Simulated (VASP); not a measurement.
# Si2Ni (Fm-3m) in VASP: a series of runs

The runs below take Si2Ni through single point, relaxation of cell and atoms, with PBE+D3(BJ).

Program: VASP 6.6.1. These are calculated values, not measurements. Logs are shortened: lines on timing, memory, paths and dates and some standing lists are left out, and cuts for length are marked.

### Step 1. The cell of the first run

It takes space group Fm-3m (No. 225, cubic). Conventional cell: a = 5.382 Å, b = 5.382 Å, c = 5.382 Å, α = 90.00°, β = 90.00°, γ = 90.00°. Within 3.1 Å of Si (site symmetry -43m) lie 4 Ni at 2.33 Å and 6 Si at 2.69 Å. Within 3.1 Å of Ni (site symmetry m-3m) lie 8 Si at 2.33 Å.

### Step 2. Single point, PBE+D3(BJ)

INCAR reads:

```
SYSTEM = Si2Ni
PREC = Accurate
ENCUT = 520
EDIFF = 1E-6
ISMEAR = 0
SIGMA = 0.1
LREAL = .FALSE.
LASPH = .TRUE.
NELM = 60
ALGO = Normal
ISIF = 2
LWAVE = .FALSE.
LCHARG = .FALSE.
GGA = PE
IVDW = 12
NBANDS = 16
```

KPOINTS reads:

```
regular mesh
0
G
  14 14 14
  0 0 0
```

POSCAR reads:

```
Si2Ni
1.0
    0.0000000000      2.6908596319      2.6908596319
    2.6908596319      0.0000000000      2.6908596319
    2.6908596319      2.6908596319      0.0000000000
Si Ni
2 1
Direct
    0.2500000000      0.2500000000      0.2500000000
    0.7500000000      0.7500000000      0.7500000000
    0.0000000000      0.0000000000      0.0000000000
```

Potentials or basis: VASP PAW PBE potentials, release 64 (Si, Ni).

Started as:

```sh
$ cat potpaw_PBE.64/Si/POTCAR potpaw_PBE.64/Ni/POTCAR > POTCAR
$ mpirun -np 1 vasp_std > vasp.out
```

OUTCAR:

```text
SYSTEM = Si2Ni
   PREC = Accurate
   ENCUT = 520
   EDIFF = 1E-6
   ISMEAR = 0
   LREAL = .FALSE.
   LASPH = .TRUE.
   NELM = 60
   ISIF = 2
   GGA = PE
   IVDW = 12
 IVDW          = 12

 ion  position               nearest neighbor table
   1  0.250  0.250  0.250-   3 2.33   3 2.33   3 2.33   3 2.33   2 2.69   2 2.69   2 2.69   2 2.69
                             2 2.69   2 2.69
   2  0.750  0.750  0.750-   3 2.33   3 2.33   3 2.33   3 2.33   1 2.69   1 2.69   1 2.69   1 2.69
                             1 2.69   1 2.69
   3  0.000  0.000  0.000-   2 2.33   2 2.33   2 2.33   1 2.33   2 2.33   1 2.33   1 2.33   1 2.33

  LATTYP: Found a face centered cubic cell.
 ALAT       =     5.3817192638

  Lattice vectors:

 A1 = (   0.0000000000,   2.6908596319,   2.6908596319)
 A2 = (   2.6908596319,   0.0000000000,   2.6908596319)
 A3 = (   2.6908596319,   2.6908596319,   0.0000000000)

Analysis of symmetry for initial positions (statically):
=====================================================================
 Subroutine PRICEL returns:
 Original cell was already a primitive cell.

 Routine SETGRP: Setting up the symmetry group for a
 face centered cubic supercell.

 Subroutine GETGRP returns: Found 48 space group operations
 (whereof 48 operations were pure point group operations)
 out of a pool of 48 trial point group operations.

The static configuration has the point symmetry O_h .

Analysis of symmetry for dynamics (positions and initial velocities):
=====================================================================
 Subroutine PRICEL returns:
 Original cell was already a primitive cell.

 Routine SETGRP: Setting up the symmetry group for a
 face centered cubic supercell.

 Subroutine GETGRP returns: Found 48 space group operations
 (whereof 48 operations were pure point group operations)
 out of a pool of 48 trial point group operations.

The dynamic configuration has the point symmetry O_h .

 Subroutine INISYM returns: Found 48 space group operations
 (whereof 48 operations are pure point group operations),
 and found     1 'primitive' translations

----------------------------------------------------------------------------------------

                                     Primitive cell

  volume of cell :      38.9676

  direct lattice vectors                    reciprocal lattice vectors
     0.000000000  2.690859632  2.690859632    -0.185814226  0.185814226  0.185814226
     2.690859632  0.000000000  2.690859632     0.185814226 -0.185814226  0.185814226
     2.690859632  2.690859632  0.000000000     0.185814226  0.185814226 -0.185814226

  length of vectors
     3.805450186  3.805450186  3.805450186     0.321839680  0.321839680  0.321839680

  position of ions in fractional coordinates (direct lattice)
     0.250000000  0.250000000  0.250000000
     0.750000000  0.750000000  0.750000000
     0.000000000  0.000000000  0.000000000

  ion indices of the primitive-cell ions
   primitive index   ion index
                 1           1
                 2           2
                 3           3

----------------------------------------------------------------------------------------

 KPOINTS: regular mesh

Automatic generation of k-mesh.
 Grid dimensions read from file:
 generate k-points for:   14   14   14

 Generating k-lattice:

  Cartesian coordinates                     Fractional coordinates (reciprocal lattice)
    -0.013272445  0.013272445  0.013272445     0.071428571  0.000000000  0.000000000
     0.013272445 -0.013272445  0.013272445     0.000000000  0.071428571  0.000000000
     0.013272445  0.013272445 -0.013272445     0.000000000  0.000000000  0.071428571

  Length of vectors
     0.022988549  0.022988549  0.022988549

  Shift w.r.t. Gamma in fractional coordinates (k-lattice)
     0.000000000  0.000000000  0.000000000

 Subroutine IBZKPT returns following result:
 ===========================================

 Found    104 irreducible k-points:

 Following reciprocal coordinates:
            Coordinates               Weight
  0.000000  0.000000  0.000000      1.000000
  0.071429  0.000000  0.000000      8.000000
  0.142857  0.000000  0.000000      8.000000
  0.214286  0.000000  0.000000      8.000000
  0.285714  0.000000  0.000000      8.000000
  0.357143  0.000000  0.000000      8.000000
[... 16 lines left out ...]
  0.214286  0.142857  0.000000     24.000000
  0.285714  0.142857  0.000000     24.000000
 [... further k-points ...]
   k-points           NKPTS =    104   k-points in BZ     NKDIM =    104   number of bands    NBANDS=     16
   number of dos      NEDOS =    301   number of ions     NIONS =      3
   total plane-waves  NPLWV =  21952
   dimension x,y,z NGX =    28 NGY =   28 NGZ =   28
   dimension x,y,z NGXF=    56 NGYF=   56 NGZF=   56
   ions per type =               2   1
   NGX,Y,Z   is equivalent  to a cutoff of  12.23, 12.23, 12.23 a.u.
   NGXF,Y,Z  is equivalent  to a cutoff of  24.46, 24.46, 24.46 a.u.
 SYSTEM =  Si2Ni
   PREC   = accura    normal or accurate (medium, high low for compatibility)
   ISTART =      0    job   : 0-new  1-cont  2-samecut
   ICHARG =      2    charge: 1-file 2-atom 10-const
   ISPIN  =      1    spin polarized calculation?
   LNONCOLLINEAR =      F non collinear calculations
   LSORBIT =      F    spin-orbit coupling
   LASPH  =      T    aspherical Exc in radial PAW
   ENCUT  =  520.0 eV  38.22 Ry    6.18 a.u.   7.08  7.08  7.08*2*pi/ulx,y,z
   NELM   =     60;   NELMIN=  2; NELMDL= -5     # of ELM steps
   EDIFF  = 0.1E-05   stopping-criterion for ELM
   LREAL  =      F    real-space projection
   EDIFFG = 0.1E-04   stopping-criterion for IOM
   NSW    =      0    number of steps for IOM
   IBRION =     -1    ionic relax: 0-MD 1-quasi-New 2-CG
   NFREE  =      0    steps in history (QN), initial steepest desc. (CG)
   ISIF   =      2    stress and relaxation
   ISYM   =      2    0-nonsym 1-usesym 2-fastsym
   POTIM  = 0.5000    time-step for ionic-motion
   TEBEG  =    0.0;   TEEND  =   0.0 temperature during run
   PSTRESS=    0.0 pullay stress
   NELECT =      18.0000    total number of electrons
   NUPDOWN=      -1.0000    fix difference up-down
   EMIN   =  10.00;   EMAX   =-10.00  energy-range for DOS
   EFERMI =   0.00;   METHOD = LEGACY
   ISMEAR =     0;   SIGMA  =   0.10  broadening in eV -4-tet -1-fermi 0-gaus
   EFERMI_NEDOS =   21; number of points for ismear=-14 and -15
   IALGO  =     38    algorithm
   IMIX   =      4    mixing-type and parameters
     AMIX     =   0.40;   BMIX     =  1.00
     AMIX_MAG =   1.60;   BMIX_MAG =  1.00
  volume/ion in A,a.u.               =      12.99        87.66
  Fermi-wavevector in a.u.,A,eV,Ry     =   1.265507  2.391462 21.789846  1.601508
  Thomas-Fermi vector in A             =   2.398757
   LORBIT       =      0    0 simple, 1 ext, 2 COOP (PROOUT), +10 PAW based schemes
   GGA     = PE    functional components
   LHFCALC =     F    Hartree Fock is set to
   AEXX    =    0.0000 exact exchange contribution
   IVDW    =    12    specifies the selected vdW correction
   LEPSILON=     F    determine dielectric tensor
   LRPA    =     F    only Hartree local field effects (RPA)
 non-spin polarized calculation
 Gauss-broadening in eV      SIGMA  =   0.10
  energy-cutoff  :      520.00
  volume of cell :       38.97
 maximum number of plane-waves:      1067
   NGX = 15   NGY = 15   NGZ = 15

 number of electron      17.9999993 magnetization

 Free energy of the ion-electron system (eV)
  ---------------------------------------------------
  ext. energy  EPLUGINS =         0.00000000
  ---------------------------------------------------
  free energy    TOTEN  =       -17.34792605 eV

  energy without entropy =      -17.34356549  energy(sigma->0) =      -17.34574577

 E-fermi :  10.7052     XC(G=0): -11.6486

 val. band max:       10.6505883318   @ k =  -0.0714   0.0714   0.0000
 cond. band min:      10.7193722237   @ k =  -0.2143   0.1429   0.0000
 fundamental gap:      0.0687838919
 Fermi energy:        10.7051525166

 k-point     1 :       0.0000    0.0000    0.0000
  band No.  band energies     occupation
      1      -3.3275      2.00000
      2       5.3664      2.00000
      3       5.3664      2.00000
      4       5.3664      2.00000
      5       7.0742      2.00000
      6       7.0742      2.00000
[... 8 lines left out ...]
     15      15.4096      0.00000
     16      15.4096      0.00000

 k-point     2 :       0.0714    0.0000    0.0000
  band No.  band energies     occupation
      1      -3.2510      2.00000
      2       5.2133      2.00000
      3       5.3910      2.00000
      4       5.3910      2.00000
      5       7.0594      2.00000
      6       7.0594      2.00000
[... 8 lines left out ...]
     15      15.0841      0.00000
     16      15.2696      0.00000

 k-point     3 :       0.1429    0.0000    0.0000
  band No.  band energies     occupation
      1      -3.0225      2.00000
      2       4.7756      2.00000
      3       5.4602      2.00000
      4       5.4602      2.00000
      5       7.0243      2.00000
      6       7.0243      2.00000
[... 8 lines left out ...]
     15      14.9158      0.00000
     16      15.3064      0.00000

 k-point     4 :       0.2143    0.0000    0.0000
  band No.  band energies     occupation
      1      -2.6449      2.00000
      2       4.0968      2.00000
      3       5.5588      2.00000
      4       5.5588      2.00000
      5       6.9953      2.00000
      6       6.9953      2.00000
[... 8 lines left out ...]
     15      15.6155      0.00000
     16      16.3452      0.00000
[... 324 lines left out ...]
 k-point    22 :       0.1429    0.1429    0.0000
  band No.  band energies     occupation
      1      -2.9209      2.00000
      2       4.8358      2.00000
      3       5.4079      2.00000
      4       5.4079      2.00000
      5       6.8092      2.00000
      6       7.1499      2.00000
[... 8 lines left out ...]
     15      16.0785      0.00000
     16      16.0785      0.00000

 k-point    23 :       0.2143    0.1429    0.0000
  band No.  band energies     occupation
      1      -2.6438      2.00000
      2       4.4618      2.00000
      3       5.4522      2.00000
      4       5.4783      2.00000
      5       6.6614      2.00000
      6       7.1788      2.00000
[... 8 lines left out ...]
     15      16.7628      0.00000
     16      16.8706      0.00000

 k-point    24 :       0.2857    0.1429    0.0000
  band No.  band energies     occupation
      1      -2.2203      2.00000
      2       3.8383      2.00000
      3       5.5301      2.00000
      4       5.5740      2.00000
      5       6.5375      2.00000
      6       7.2087      2.00000
[... 8 lines left out ...]
     15      17.7543      0.00000
     16      18.0134      0.00000

 [... further k-points ...]

------------------------ aborting loop because EDIFF is reached ----------------------------------------

 Edisp (eV)   -1.35384

 E8    (eV) :    -0.5675

  FORCE on cell =-STRESS in cart. coord.  units (eV):
  Direction    XX          YY          ZZ          XY          YZ          ZX
  --------------------------------------------------------------------------------------
  -------------------------------------------------------------------------------------
  Total      -0.03594    -0.03594    -0.03594     0.00000     0.00000    -0.00000
  in kB      -1.47762    -1.47762    -1.47762     0.00000     0.00000    -0.00000
  external pressure =       -1.48 kB  Pullay stress =        0.00 kB

 VOLUME and BASIS-vectors are now :
 -----------------------------------------------------------------------------
  energy-cutoff  :      520.00
  volume of cell :       38.97
      direct lattice vectors                 reciprocal lattice vectors
     0.000000000  2.690859632  2.690859632    -0.185814226  0.185814226  0.185814226
     2.690859632  0.000000000  2.690859632     0.185814226 -0.185814226  0.185814226
     2.690859632  2.690859632  0.000000000     0.185814226  0.185814226 -0.185814226

 POSITION                                       TOTAL-FORCE (eV/Angst)
 -----------------------------------------------------------------------------------
      1.34543      1.34543      1.34543         0.000000      0.000000      0.000000
      4.03629      4.03629      4.03629        -0.000000     -0.000000     -0.000000
      0.00000      0.00000      0.00000        -0.000000     -0.000000     -0.000000
 -----------------------------------------------------------------------------------
    total drift:                               -0.000000     -0.000000      0.000000

  FREE ENERGIE OF THE ION-ELECTRON SYSTEM (eV)
  ---------------------------------------------------
  free  energy   TOTEN  =       -18.7017702432 eV

  energy  without entropy=      -18.6974096872  energy(sigma->0) =      -18.69958997
```

It took 1.7 min on 1 thread of Intel Xeon 8259CL, shared host; peak memory 0.21 GiB.

What came out:

| Item | Value |
| --- | --- |
| Free energy | -18.7018 eV |
| Pressure | -0.1 GPa |
| Band gap on the k mesh | zero (bands 9 and 10 overlap by 2.12 eV) |
| Dispersion energy per atom | -0.451 eV |

### Step 3. Relaxation of cell and atoms, PBE+D3(BJ)

This run uses another cell than the first one, of 13.47 Å³/atom.

INCAR reads:

```
PREC = Accurate ; ENCUT = 600
EDIFF = 1E-6 ; ISMEAR = 0
SIGMA = 0.1 ; LREAL = False
LASPH = True ; NELM = 60
ALGO = Normal ; ISIF = 3
LWAVE = False ; LCHARG = False
GGA = PE ; IVDW = 12
IBRION = 2 ; NSW = 70
EDIFFG = -0.005
```

KPOINTS reads:

```
regular mesh
0
Gamma
  14 14 14
```

POSCAR reads:

```
Si2Ni
1.0
    0.0000000000      2.7234321187      2.7234321187
    2.7234321187      0.0000000000      2.7234321187
    2.7234321187      2.7234321187      0.0000000000
Si Ni
2 1
Direct
    0.2500000000      0.2500000000      0.2500000000
    0.7500000000      0.7500000000      0.7500000000
    0.0000000000      0.0000000000      0.0000000000
```

Potentials or basis: VASP PAW PBE potentials, release 64 (Si, Ni).

Started as:

```sh
$ cat potpaw_PBE.64/Si/POTCAR potpaw_PBE.64/Ni/POTCAR > POTCAR
$ mpirun -np 1 vasp_std > vasp.out
```

Run time: 4.5 min. Hardware: 1 thread of Intel Xeon 8259CL, shared host; peak memory 0.24 GiB.

Results (log left out):

```
Free energy                           : -18.7019 eV
Relaxed volume                        : 12.98 Å³/atom
Relaxed cell                          : a = 3.804 Å, b = 3.804 Å, c = 3.804 Å, α = 60.00°, β = 60.00°, γ = 60.00°
Space group after relaxing (to 0.1 Å) : Fm-3m (No. 225)
Energy gained by relaxing             : 8.3 meV/atom
Ionic steps                           : 4
Pressure after relaxing               : 0.0 GPa
Band gap on the k mesh                : zero (bands 9 and 10 overlap by 2.12 eV)
Dispersion energy per atom            : -0.452 eV
```

The path:
```tsv
step	energy change (eV)	largest force (eV/Å)	pressure (GPa)	volume (Å³)
1	0.0000	0.0000	-5.46	40.40
2	-0.0065	0.0000	5.32	37.77
3	-0.0248	0.0000	-0.08	38.96
4	-0.0248	0.0000	0.05	38.93
```

Final structure:
```cif
data_structure
_symmetry_space_group_name_H-M 'P 1'
_symmetry_Int_Tables_number 1
_cell_length_a 3.8042
_cell_length_b 3.8042
_cell_length_c 3.8042
_cell_angle_alpha 60.000
_cell_angle_beta 60.000
_cell_angle_gamma 60.000
_cell_volume 38.93
loop_
_atom_site_label
_atom_site_type_symbol
_atom_site_fract_x
_atom_site_fract_y
_atom_site_fract_z
_atom_site_occupancy
Si1 Si 0.25000 0.25000 0.25000 1
Si2 Si 0.75000 0.75000 0.75000 1
Ni1 Ni 0.00000 0.00000 0.00000 1
```

Levels at points of the mesh, in eV from the Fermi level:
| k point | band 5 | band 6 | band 7 | band 8 | band 9 | band 10 | band 11 | band 12 | band 13 |
| --- | --- | --- | --- | --- | --- | --- | --- | --- | --- |
| (0.00, 0.00, 0.00) | -3.64 | -3.64 | -0.24 | 1.67 | 1.67 | 1.67 | 2.21 | 2.21 | 2.21 |
| (0.50, 0.00, 0.00) | -3.83 | -3.45 | -3.45 | -1.53 | -1.53 | 1.76 | 1.76 | 1.76 | 2.65 |
| (0.50, 0.50, 0.00) | -4.65 | -3.72 | -3.72 | -3.55 | -3.22 | -0.45 | 1.33 | 7.67 | 8.37 |

Spin polarisation is off, so any magnetic state and its effect on volume and gap are missing.

The gap in the log of VASP goes by the Fermi energy; the results here count the filled bands.